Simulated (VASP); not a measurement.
# Si (C2/m) in VASP: single point with r2SCAN

Aim: the single point of Si with r2SCAN.

Program: VASP 6.6.1. These are calculated values, not measurements. Logs are shortened: lines on timing, memory, paths and dates and some standing lists are left out, and cuts for length are marked.

**1. The cell of the first run**

The structure is monoclinic, space group C2/m (No. 12). Conventional cell: a = 4.186 Å, b = 3.318 Å, c = 4.186 Å, α = 90.00°, β = 104.85°, γ = 90.00°. Si (site symmetry m) has 10 Si at 2.32 to 2.85 Å within 3.1 Å.

**2. Single point, r2SCAN (atoms displaced along a vibrational mode)**

File POSCAR:

```
Si
1.0
   -1.6588457136     -1.6588457136      1.2763369320
   -1.6588457136      1.6588457136      1.2763369320
   -3.3176914272      0.0000000000     -2.5526738641
Si
2
Direct
    0.4842274610      0.4842274610      0.5297179464
    0.0157725390      0.0157725390     -0.0297179464
```

File INCAR.step1:

```
  ALGO = Normal
  EDIFF = 1E-4
  ENCUT = 520
  GGA = PE
  ISMEAR = 0
  LASPH = True
  LCHARG = False
  LREAL = False
  LWAVE = True
  NBANDS = 11
  NELM = 80
  PREC = Accurate
  SIGMA = 0.15
```

File INCAR.step2:

```
  ALGO = Normal
  EDIFF = 1E-7
  ENCUT = 520
  ISIF = 2
  ISMEAR = 0
  ISTART = 1
  LASPH = True
  LCHARG = False
  LMIXTAU = True
  LREAL = False
  LWAVE = False
  METAGGA = R2SCAN
  NBANDS = 11
  NELM = 80
  PREC = Accurate
  SIGMA = 0.15
```

File KPOINTS:

```
k-points
0
Gamma
  24 24 16
```

Potentials or basis: VASP PAW PBE potentials, release 64 (Si).

On the command line:

```bash
$ cat potpaw_PBE.64/Si/POTCAR > POTCAR
$ cp INCAR.step1 INCAR
$ mpirun -np 1 vasp_std > vasp.out
$ cp INCAR.step2 INCAR
$ mpirun -np 1 vasp_std > vasp.out
```

OUTCAR:

```text
EDIFF = 1E-7
   ENCUT = 520
   ISIF = 2
   ISMEAR = 0
   ISTART = 1
   LASPH = True
   LREAL = False
   METAGGA = R2SCAN
   NELM = 80
   PREC = Accurate

 ion  position               nearest neighbor table
   1  0.484  0.484  0.530-   2 2.32   2 2.51   2 2.51   2 2.79   2 2.85   2 2.85
   2  0.016  0.016  0.970-   1 2.32   1 2.51   1 2.51   1 2.79   1 2.85   1 2.85

  LATTYP: Found a base centered monoclinic cell.
 ALAT       =     4.1860745648
 B/A-ratio  =     0.7925543073
 C/A-ratio  =     1.0000000000
 COS(beta)  =    -0.2562846602

  Lattice vectors:

 A1 = (   1.6588457136,   1.6588457136,  -1.2763369320)
 A2 = (   1.6588457136,  -1.6588457136,  -1.2763369320)
 A3 = (  -3.3176914272,   0.0000000000,  -2.5526738641)

Analysis of symmetry for initial positions (statically):
=====================================================================
 Subroutine PRICEL returns:
 Original cell was already a primitive cell.

 Routine SETGRP: Setting up the symmetry group for a
 base centered monoclinic supercell.

 Subroutine GETGRP returns: Found  4 space group operations
 (whereof  2 operations were pure point group operations)
 out of a pool of  4 trial point group operations.

The static configuration has the point symmetry C_1h.
 The point group associated with its full space group is C_2h.

Analysis of symmetry for dynamics (positions and initial velocities):
=====================================================================
 Subroutine PRICEL returns:
 Original cell was already a primitive cell.

 Routine SETGRP: Setting up the symmetry group for a
 base centered monoclinic supercell.

 Subroutine GETGRP returns: Found  4 space group operations
 (whereof  2 operations were pure point group operations)
 out of a pool of  4 trial point group operations.

The dynamic configuration has the point symmetry C_1h.
 The point group associated with its full space group is C_2h.

 Subroutine INISYM returns: Found  4 space group operations
 (whereof  2 operations are pure point group operations),
 and found     1 'primitive' translations

----------------------------------------------------------------------------------------

                                     Primitive cell

  volume of cell :      28.0975

  direct lattice vectors                    reciprocal lattice vectors
    -1.658845714 -1.658845714  1.276336932    -0.150707204 -0.301414409  0.195873044
    -1.658845714  1.658845714  1.276336932    -0.150707204  0.301414409  0.195873044
    -3.317691427  0.000000000 -2.552673864    -0.150707204  0.000000000 -0.195873044

  length of vectors
     2.670687958  2.670687958  4.186074565     0.389781422  0.389781422  0.247141479

  position of ions in fractional coordinates (direct lattice)
     0.484227461  0.484227461  0.529717946
     0.015772539  0.015772539  0.970282054

  ion indices of the primitive-cell ions
   primitive index   ion index
                 1           1
                 2           2

----------------------------------------------------------------------------------------

 KPOINTS: k-points

Automatic generation of k-mesh.
 Grid dimensions read from file:
 generate k-points for:   24   24   16

 Generating k-lattice:

  Cartesian coordinates                     Fractional coordinates (reciprocal lattice)
    -0.006279467 -0.012558934  0.008161377     0.041666667  0.000000000  0.000000000
    -0.006279467  0.012558934  0.008161377     0.000000000  0.041666667  0.000000000
    -0.009419200  0.000000000 -0.012242065    -0.000000000 -0.000000000  0.062500000

  Length of vectors
     0.016240893  0.016240893  0.015446342

  Shift w.r.t. Gamma in fractional coordinates (k-lattice)
     0.000000000  0.000000000  0.000000000

 Subroutine IBZKPT returns following result:
 ===========================================

 Found   2414 irreducible k-points:

 Following reciprocal coordinates:
            Coordinates               Weight
  0.000000  0.000000  0.000000      1.000000
  0.041667  0.000000  0.000000      4.000000
  0.083333  0.000000  0.000000      4.000000
  0.125000  0.000000 -0.000000      4.000000
  0.166667  0.000000 -0.000000      4.000000
  0.208333  0.000000 -0.000000      4.000000
[... 16 lines left out ...]
  0.416667  0.041667 -0.000000      4.000000
  0.458333  0.041667 -0.000000      4.000000
 [... further k-points ...]
   k-points           NKPTS =   2414   k-points in BZ     NKDIM =   2414   number of bands    NBANDS=     11
   number of dos      NEDOS =    301   number of ions     NIONS =      2
   total plane-waves  NPLWV =  12800
   dimension x,y,z NGX =    20 NGY =   20 NGZ =   32
   dimension x,y,z NGXF=    40 NGYF=   40 NGZF=   64
   ions per type =               2
   NGX,Y,Z   is equivalent  to a cutoff of  12.45, 12.45, 12.71 a.u.
   NGXF,Y,Z  is equivalent  to a cutoff of  24.90, 24.90, 25.42 a.u.
 SYSTEM =  unknown system
   PREC   = accura    normal or accurate (medium, high low for compatibility)
   ISTART =      1    job   : 0-new  1-cont  2-samecut
   ICHARG =      0    charge: 1-file 2-atom 10-const
   ISPIN  =      1    spin polarized calculation?
   LNONCOLLINEAR =      F non collinear calculations
   LSORBIT =      F    spin-orbit coupling
   LASPH  =      T    aspherical Exc in radial PAW
   ENCUT  =  520.0 eV  38.22 Ry    6.18 a.u.   4.97  4.97  7.78*2*pi/ulx,y,z
   NELM   =     80;   NELMIN=  2; NELMDL=  0     # of ELM steps
   EDIFF  = 0.1E-06   stopping-criterion for ELM
   LREAL  =      F    real-space projection
   EDIFFG = 0.1E-05   stopping-criterion for IOM
   NSW    =      0    number of steps for IOM
   IBRION =     -1    ionic relax: 0-MD 1-quasi-New 2-CG
   NFREE  =      0    steps in history (QN), initial steepest desc. (CG)
   ISIF   =      2    stress and relaxation
   ISYM   =      2    0-nonsym 1-usesym 2-fastsym
   POTIM  = 0.5000    time-step for ionic-motion
   TEBEG  =    0.0;   TEEND  =   0.0 temperature during run
   PSTRESS=    0.0 pullay stress
   NELECT =       8.0000    total number of electrons
   NUPDOWN=      -1.0000    fix difference up-down
   EMIN   =  10.00;   EMAX   =-10.00  energy-range for DOS
   EFERMI =   0.00;   METHOD = LEGACY
   ISMEAR =     0;   SIGMA  =   0.15  broadening in eV -4-tet -1-fermi 0-gaus
   EFERMI_NEDOS =   21; number of points for ismear=-14 and -15
   IALGO  =     38    algorithm
   IMIX   =      4    mixing-type and parameters
     AMIX     =   0.40;   BMIX     =  1.00
     AMIX_MAG =   1.60;   BMIX_MAG =  1.00
  volume/ion in A,a.u.               =      14.05        94.81
  Fermi-wavevector in a.u.,A,eV,Ry     =   1.077000  2.035235 15.781794  1.159929
  Thomas-Fermi vector in A             =   2.212900
   LORBIT       =      0    0 simple, 1 ext, 2 COOP (PROOUT), +10 PAW based schemes
   METAGGA = R2SCAN    functional components
   LHFCALC =     F    Hartree Fock is set to
   AEXX    =    0.0000 exact exchange contribution
   IVDW    =     0    specifies the selected vdW correction
   LEPSILON=     F    determine dielectric tensor
   LRPA    =     F    only Hartree local field effects (RPA)
 non-spin polarized calculation
 Gauss-broadening in eV      SIGMA  =   0.15
  energy-cutoff  :      520.00
  volume of cell :       28.10
 maximum number of plane-waves:       774
   NGX =  9   NGY =  9   NGZ = 15

 number of electron       8.0000001 magnetization

 Free energy of the ion-electron system (eV)
  ---------------------------------------------------
  ext. energy  EPLUGINS =         0.00000000
  ---------------------------------------------------
  free energy    TOTEN  =       -16.01343941 eV

  energy without entropy =      -16.00545417  energy(sigma->0) =      -16.00944679

 E-fermi :  10.5166     XC(G=0): -11.9901

 val. band max:       10.5160424922   @ k =   0.3333   0.1667   0.3125
 cond. band min:      10.5168254212   @ k =  -0.2917   0.4167   0.0625
 fundamental gap:      0.0007829290
 Fermi energy:        10.5166418686

 k-point     1 :       0.0000    0.0000    0.0000
  band No.  band energies     occupation
      1      -5.2578      2.00000
      2       3.9349      2.00000
      3       4.5191      2.00000
      4      15.1897      0.00000
      5      16.4674      0.00000
      6      16.8883      0.00000
      7      19.6931      0.00000
      8      20.1046      0.00000
      9      20.7977      0.00000
     10      21.1725      0.00000
     11      23.7147      0.00000

 k-point     2 :       0.0417    0.0000    0.0000
  band No.  band energies     occupation
      1      -5.2176      2.00000
      2       3.9140      2.00000
      3       4.6161      2.00000
      4      14.5904      0.00000
      5      15.9879      0.00000
      6      17.6800      0.00000
      7      19.1840      0.00000
      8      20.2214      0.00000
      9      20.7890      0.00000
     10      21.7252      0.00000
     11      23.8806      0.00000

 k-point     3 :       0.0833    0.0000    0.0000
  band No.  band energies     occupation
      1      -5.0968      2.00000
      2       3.8922      2.00000
      3       4.8655      2.00000
      4      13.2670      0.00000
      5      15.8220      0.00000
      6      18.0221      0.00000
      7      18.4005      0.00000
      8      20.5254      0.00000
      9      21.2999      0.00000
     10      22.4493      0.00000
     11      24.1091      0.00000
[... 267 lines left out ...]
 k-point    23 :       0.4167    0.0417   -0.0000
  band No.  band energies     occupation
      1      -1.4056      2.00000
      2       2.7076      2.00000
      3       5.9664      2.00000
      4       9.6390      2.00000
      5      10.0674      1.99998
      6      14.3745      0.00000
      7      17.0609      0.00000
      8      18.7597      0.00000
      9      20.6150      0.00000
     10      22.5049      0.00000
     11      23.4189      0.00000

 k-point    24 :       0.4583    0.0417   -0.0000
  band No.  band energies     occupation
      1      -0.6192      2.00000
      2       1.7048      2.00000
      3       6.4991      2.00000
      4       8.8491      2.00000
      5      10.9266      0.00011
      6      13.2968      0.00000
      7      16.6785      0.00000
      8      18.7425      0.00000
      9      20.5369      0.00000
     10      22.5996      0.00000
     11      24.3226      0.00000

 [... further k-points ...]

------------------------ aborting loop because EDIFF is reached ----------------------------------------

  FORCE on cell =-STRESS in cart. coord.  units (eV):
  Direction    XX          YY          ZZ          XY          YZ          ZX
  --------------------------------------------------------------------------------------
  -------------------------------------------------------------------------------------
  Total        0.6175751      0.4662191      1.7694562      0.0000000      0.0000000     -0.1216026
  in kB       35.2154352     26.5847965    100.8981205      0.0000000      0.0000000     -6.9340358
  external PRESSURE =      54.2327841 kB  Pullay stress =       0.0000000 kB

 VOLUME and BASIS-vectors are now :
 -----------------------------------------------------------------------------
  energy-cutoff  :      520.00
  volume of cell :       28.10
      direct lattice vectors                 reciprocal lattice vectors
    -1.658845714 -1.658845714  1.276336932    -0.150707204 -0.301414409  0.195873044
    -1.658845714  1.658845714  1.276336932    -0.150707204  0.301414409  0.195873044
    -3.317691427  0.000000000 -2.552673864    -0.150707204  0.000000000 -0.195873044

 POSITION                                       TOTAL-FORCE (eV/Angst)
 -----------------------------------------------------------------------------------
     -3.36396      0.00000     -0.11612         0.541420      0.000000      1.481686
     -3.27142      0.00000     -2.43655        -0.541420      0.000000     -1.481686
 -----------------------------------------------------------------------------------
    total drift:                                0.000000     -0.000000      0.000000

  FREE ENERGIE OF THE ION-ELECTRON SYSTEM (eV)
  ---------------------------------------------------
  free  energy   TOTEN  =       -16.0134394081 eV

  energy  without entropy=      -16.0054541652  energy(sigma->0) =      -16.00944679
```

Run time: 53 min. Hardware: 1 thread of Oxide Virtual Turin-like, shared host; peak memory 0.59 GiB.

What came out:

```yaml
Free_energy: -16.0134 eV
Pressure: 5.4 GPa
Largest_force: 1.578 eV/Å
Band_gap_on_the_k_mesh: zero (bands 4 and 5 overlap by 8.21 eV)
```

Forces in eV/Å, atoms in the order of the input:
```
Si   0.541  0.000  1.482
Si  -0.541  0.000 -1.482
```

Stress tensor (GPa, compression positive):
```
 3.52  0.00 -0.69
 0.00  2.66  0.00
-0.69  0.00 10.09
```

Caveat: the cell differs from its parent crystal (atoms displaced along a vibrational mode); the stress differs along the axes, from 3 to 10 GPa; the PAW data sets were made with another functional, which shifts forces and pressure a little.
